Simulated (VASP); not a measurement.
Si2Ni:

```
Si Ni
1.0
     0.00000    2.60956    2.60956
     2.60956    0.00000    2.60956
     2.60956    2.60956    0.00000
Si Ni
2 1
Direct
  0.25000 0.25000 0.25000
  0.75000 0.75000 0.75000
  0.00000 0.00000 0.00000
```

Program: VASP 6.6.1. Alike in all runs: task single point; level PBE; potentials or basis VASP PAW PBE potentials, release 64 (Si, Ni); spin collinear, ferromagnetic start; cell as given; k mesh 14 × 14 × 14; cutoff (eV) 520; smearing gaussian 0.15 eV.

Problem. Order these runs on this cell by their pressure, lowest first.
A. fixed moment (μB) 0.25
B. fixed moment (μB) 0.75
C. fixed moment (μB) 0.5
D. fixed moment (μB) 1.0

Solution. A (24.7 GPa), C (26.2 GPa), B (27.9 GPa), D (29.8 GPa).

Caveats: the cell stands under pressure; the total moment is fixed, so each spin has its own Fermi level and the state may be an excited one.
